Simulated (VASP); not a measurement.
TePt3W, 5 atoms in the cell. It takes space group Pm-3m (No. 221, cubic). Conventional cell: a = 4.877 Å, b = 4.877 Å, c = 4.877 Å, α = 90.00°, β = 90.00°, γ = 90.00°. Within 4.5 Å of Te (site symmetry m-3m) lie 12 Pt at 3.45 Å and 8 W at 4.22 Å. Pt (site symmetry 4/mmm) has 2 W at 2.44 Å within 3.2 Å. Within 3.2 Å of W (site symmetry m-3m) lie 6 Pt at 2.44 Å. 

```yaml
Program: VASP 6.6.1
Task: single point
Functional: PBE
Potentials_or_basis: VASP PAW PBE potentials, release 64 (Te, Pt, W_sv)
Cutoff: 520 eV
k_mesh: 8 × 8 × 8
Occupations: gaussian, width 0.1 eV
Spin: no spin polarisation
Dipole_correction: no
Further_INCAR_settings: ALGO = Normal; EDIFF = 1e-07; NBANDS = 33
```

Potentials or basis: VASP PAW PBE potentials, release 64 (Te, Pt, W_sv).

Command:

```sh
$ cat potpaw_PBE.64/Te/POTCAR potpaw_PBE.64/Pt/POTCAR potpaw_PBE.64/W_sv/POTCAR > POTCAR
$ mpirun -np 1 vasp_std > vasp.out
```

Hardware: 1 thread of AMD EPYC 7R43 64-Core Processor (Zen 3) (shared host).

Estimate the wall time of this run.

Wall time 98 s on 1 thread of AMD EPYC 7R43 64-Core Processor (Zen 3) (shared host), peak memory 0.25 GiB. Counts: scf iterations 16, k points 35.
